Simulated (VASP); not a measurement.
# I (Fd-3m) in VASP: a series of runs, part 2 of 2

VASP 6.6.1. The steps go on from the part before.

## Step 3: Single point, PBE

This run uses another cell than the first one, of 60.33 Å³/atom.

Input file INCAR:

```
  ALGO = Normal
  EDIFF = 1E-6
  ENCUT = 520
  GGA = PE
  ISIF = 2
  ISMEAR = -1
  LASPH = True
  LCHARG = True
  LELF = True
  LREAL = False
  LVHAR = True
  LWAVE = False
  NBANDS = 14
  NELM = 100
  PREC = Accurate
  SIGMA = 0.05
```

Input file KPOINTS:

```
k-points
0
Gamma
  10 10 10
```

Input file POSCAR:

```
I
1.0
    0.0000000000      3.9221242959      3.9221242959
    3.9221242959      0.0000000000      3.9221242959
    3.9221242959      3.9221242959      0.0000000000
I
2
Direct
    0.0000000000      0.0000000000      0.0000000000
    0.2500000000      0.2500000000      0.2500000000
```

Potentials or basis: VASP PAW PBE potentials, release 64 (I).

Command:

```sh
$ cat potpaw_PBE.64/I/POTCAR > POTCAR
$ mpirun -np 1 vasp_std > vasp.out
```

OUTCAR:

```text
EDIFF = 1E-6
   ENCUT = 520
   GGA = PE
   ISIF = 2
   ISMEAR = -1
   LASPH = True
   LREAL = False
   NELM = 100
   PREC = Accurate

 ion  position               nearest neighbor table
   1  0.000  0.000  0.000-   2 3.40   2 3.40   2 3.40   2 3.40
   2  0.250  0.250  0.250-   1 3.40   1 3.40   1 3.40   1 3.40

  LATTYP: Found a face centered cubic cell.
 ALAT       =     7.8442485918

  Lattice vectors:

 A1 = (   0.0000000000,   3.9221242959,   3.9221242959)
 A2 = (   3.9221242959,   0.0000000000,   3.9221242959)
 A3 = (   3.9221242959,   3.9221242959,   0.0000000000)

Analysis of symmetry for initial positions (statically):
=====================================================================
 Subroutine PRICEL returns:
 Original cell was already a primitive cell.

 Routine SETGRP: Setting up the symmetry group for a
 face centered cubic supercell.

 Subroutine GETGRP returns: Found 48 space group operations
 (whereof 24 operations were pure point group operations)
 out of a pool of 48 trial point group operations.

The static configuration has the point symmetry T_d .
 The point group associated with its full space group is O_h .

Analysis of symmetry for dynamics (positions and initial velocities):
=====================================================================
 Subroutine PRICEL returns:
 Original cell was already a primitive cell.

 Routine SETGRP: Setting up the symmetry group for a
 face centered cubic supercell.

 Subroutine GETGRP returns: Found 48 space group operations
 (whereof 24 operations were pure point group operations)
 out of a pool of 48 trial point group operations.

The dynamic configuration has the point symmetry T_d .
 The point group associated with its full space group is O_h .

 Subroutine INISYM returns: Found 48 space group operations
 (whereof 24 operations are pure point group operations),
 and found     1 'primitive' translations

----------------------------------------------------------------------------------------

                                     Primitive cell

  volume of cell :     120.6685

  direct lattice vectors                    reciprocal lattice vectors
     0.000000000  3.922124296  3.922124296    -0.127481936  0.127481936  0.127481936
     3.922124296  0.000000000  3.922124296     0.127481936 -0.127481936  0.127481936
     3.922124296  3.922124296  0.000000000     0.127481936  0.127481936 -0.127481936

  length of vectors
     5.546721373  5.546721373  5.546721373     0.220805191  0.220805191  0.220805191

  position of ions in fractional coordinates (direct lattice)
     0.000000000  0.000000000  0.000000000
     0.250000000  0.250000000  0.250000000

  ion indices of the primitive-cell ions
   primitive index   ion index
                 1           1
                 2           2

----------------------------------------------------------------------------------------

 KPOINTS: k-points

Automatic generation of k-mesh.
 Grid dimensions read from file:
 generate k-points for:   10   10   10

 Generating k-lattice:

  Cartesian coordinates                     Fractional coordinates (reciprocal lattice)
    -0.012748194  0.012748194  0.012748194     0.100000000  0.000000000  0.000000000
     0.012748194 -0.012748194  0.012748194     0.000000000  0.100000000  0.000000000
[... 42 lines left out ...]
   total plane-waves  NPLWV =  74088
   dimension x,y,z NGX =    42 NGY =   42 NGZ =   42
   dimension x,y,z NGXF=    84 NGYF=   84 NGZF=   84
   ions per type =               2
   NGX,Y,Z   is equivalent  to a cutoff of  12.59, 12.59, 12.59 a.u.
   NGXF,Y,Z  is equivalent  to a cutoff of  25.18, 25.18, 25.18 a.u.
 SYSTEM =  unknown system
   PREC   = accura    normal or accurate (medium, high low for compatibility)
   ISTART =      0    job   : 0-new  1-cont  2-samecut
   ICHARG =      2    charge: 1-file 2-atom 10-const
   ISPIN  =      1    spin polarized calculation?
   LNONCOLLINEAR =      F non collinear calculations
   LSORBIT =      F    spin-orbit coupling
   LASPH  =      T    aspherical Exc in radial PAW
   ENCUT  =  520.0 eV  38.22 Ry    6.18 a.u.  10.31 10.31 10.31*2*pi/ulx,y,z
   NELM   =    100;   NELMIN=  2; NELMDL= -5     # of ELM steps
   EDIFF  = 0.1E-05   stopping-criterion for ELM
   LREAL  =      F    real-space projection
   EDIFFG = 0.1E-04   stopping-criterion for IOM
   NSW    =      0    number of steps for IOM
   IBRION =     -1    ionic relax: 0-MD 1-quasi-New 2-CG
   NFREE  =      0    steps in history (QN), initial steepest desc. (CG)
   ISIF   =      2    stress and relaxation
   ISYM   =      2    0-nonsym 1-usesym 2-fastsym
   POTIM  = 0.5000    time-step for ionic-motion
   TEBEG  =    0.0;   TEEND  =   0.0 temperature during run
   PSTRESS=    0.0 pullay stress
   NELECT =      14.0000    total number of electrons
   NUPDOWN=      -1.0000    fix difference up-down
   EMIN   =  10.00;   EMAX   =-10.00  energy-range for DOS
   EFERMI =   0.00;   METHOD = LEGACY
   ISMEAR =    -1;   SIGMA  =   0.05  broadening in eV -4-tet -1-fermi 0-gaus
   EFERMI_NEDOS =   21; number of points for ismear=-14 and -15
   IALGO  =     38    algorithm
   IMIX   =      4    mixing-type and parameters
     AMIX     =   0.40;   BMIX     =  1.00
     AMIX_MAG =   1.60;   BMIX_MAG =  1.00
  volume/ion in A,a.u.               =      60.33       407.16
  Fermi-wavevector in a.u.,A,eV,Ry     =   0.798459  1.508869  8.674223  0.637537
  Thomas-Fermi vector in A             =   1.905374
   LORBIT       =      0    0 simple, 1 ext, 2 COOP (PROOUT), +10 PAW based schemes
   GGA     = PE    functional components
   LHFCALC =     F    Hartree Fock is set to
   AEXX    =    0.0000 exact exchange contribution
   IVDW    =     0    specifies the selected vdW correction
   LEPSILON=     F    determine dielectric tensor
   LRPA    =     F    only Hartree local field effects (RPA)
 non-spin polarized calculation
  energy-cutoff  :      520.00
  volume of cell :      120.67
 maximum number of plane-waves:      3287
 NGX is ok and might be reduce to    42
   NGX = 21   NGY = 21   NGZ = 21

 number of electron      13.9999999 magnetization

 Free energy of the ion-electron system (eV)
  ---------------------------------------------------
  ext. energy  EPLUGINS =         0.00000000
  ---------------------------------------------------
  free energy    TOTEN  =        -1.96211085 eV

  energy without entropy =       -1.91968472  energy(sigma->0) =       -1.94089778

 E-fermi :   0.3213     XC(G=0):  -6.4178

 val. band max:        0.3086787332   @ k =  -0.4000   0.1000   0.0000
 cond. band min:       0.3255601518   @ k =   0.5000   0.1000   0.0000
 fundamental gap:      0.0168814186
 Fermi energy:         0.3212544888

 k-point     1 :       0.0000    0.0000    0.0000
  band No.  band energies     occupation
      1     -12.5488      2.00000
      2     -10.7130      2.00000
      3      -2.2179      2.00000
      4      -2.2179      2.00000
      5      -2.2179      2.00000
      6      -0.5108      2.00000
      7      -0.5108      2.00000
      8      -0.5108      2.00000
      9       4.7662      0.00000
     10       7.2631      0.00000
     11       7.2631      0.00000
     12       8.5769      0.00000
     13       8.5769      0.00000
     14       8.5769      0.00000
[... 377 lines left out ...]
      1     -12.1076      2.00000
      2     -11.3092      2.00000
      3      -2.8330      2.00000
      4      -2.7856      2.00000
      5      -1.6785      2.00000
      6      -0.9920      2.00000
      7       0.4202      0.24292
      8       0.4503      0.14087
      9       5.8442      0.00000
     10       6.4592      0.00000
     11       8.1813      0.00000
     12       8.4930      0.00000
     13       8.8506      0.00000
     14       9.1727      0.00000

 [... further k-points ...]

------------------------ aborting loop because EDIFF is reached ----------------------------------------

  FORCE on cell =-STRESS in cart. coord.  units (eV):
  Direction    XX          YY          ZZ          XY          YZ          ZX
  --------------------------------------------------------------------------------------
  -------------------------------------------------------------------------------------
  Total        0.0017438      0.0017438      0.0017438      0.0000000      0.0000000      0.0000000
  in kB        0.0231527      0.0231527      0.0231527      0.0000000      0.0000000      0.0000000
  external PRESSURE =       0.0231527 kB  Pullay stress =       0.0000000 kB

 VOLUME and BASIS-vectors are now :
 -----------------------------------------------------------------------------
  energy-cutoff  :      520.00
  volume of cell :      120.67
      direct lattice vectors                 reciprocal lattice vectors
     0.000000000  3.922124296  3.922124296    -0.127481936  0.127481936  0.127481936
     3.922124296  0.000000000  3.922124296     0.127481936 -0.127481936  0.127481936
     3.922124296  3.922124296  0.000000000     0.127481936  0.127481936 -0.127481936

 POSITION                                       TOTAL-FORCE (eV/Angst)
 -----------------------------------------------------------------------------------
      0.00000      0.00000      0.00000         0.000000     -0.000000     -0.000000
      1.96106      1.96106      1.96106        -0.000000      0.000000      0.000000
 -----------------------------------------------------------------------------------
    total drift:                               -0.000000     -0.000000     -0.000000

  FREE ENERGIE OF THE ION-ELECTRON SYSTEM (eV)
  ---------------------------------------------------
  free  energy   TOTEN  =        -1.9621108513 eV

  energy  without entropy=       -1.9196847186  energy(sigma->0) =       -1.94089778
```

OSZICAR:

```text
N       E                     dE             d eps       ncg     rms          rms(c)
DAV:   1     0.668200790817E+02    0.66820E+02   -0.45736E+03  1316   0.742E+02
DAV:   2     0.328341483655E+01   -0.63537E+02   -0.60323E+02  2006   0.121E+02
DAV:   3    -0.185521084859E+01   -0.51386E+01   -0.50786E+01  1724   0.366E+01
DAV:   4    -0.195761257564E+01   -0.10240E+00   -0.10233E+00  1684   0.671E+00
DAV:   5    -0.196001658603E+01   -0.24040E-02   -0.24040E-02  1772   0.109E+00    0.494E+00
DAV:   6    -0.196107819392E+01   -0.10616E-02   -0.20488E-03  1710   0.285E-01    0.306E+00
DAV:   7    -0.196210844149E+01   -0.10302E-02   -0.19697E-03  1658   0.281E-01    0.114E-01
DAV:   8    -0.196210146719E+01    0.69743E-05   -0.49008E-05  1562   0.400E-02    0.636E-02
DAV:   9    -0.196211104144E+01   -0.95743E-05   -0.21303E-05  1592   0.267E-02    0.873E-03
DAV:  10    -0.196211085128E+01    0.19016E-06   -0.59470E-07  1372   0.498E-03
   1 F= -.19621109E+01 E0= -.19408978E+01  d E =-.424261E-01
```

stdout:

```text
POSCAR found type information on POSCAR I
 POSCAR found :  1 types and       2 ions
 scaLAPACK will be used
 LDA part: xc-table for (Slater+PW92), standard interpolation
 POSCAR, INCAR and KPOINTS ok, starting setup
 FFT: planning ... GRIDC
 FFT: planning ... GRID_SOFT
 FFT: planning ... GRID
 WAVECAR not read
 entering main loop
```

It took 1.8 min on 1 thread of Intel Xeon 8259CL, shared host; peak memory 0.28 GiB.

What came out:

* Free energy: -1.9621 eV
* Pressure: 0.0 GPa
* Band gap on the k mesh: zero (bands 7 and 8 overlap by 1.18 eV)

Caveat: spin-orbit coupling is left out, which moves the levels of the heavy elements.
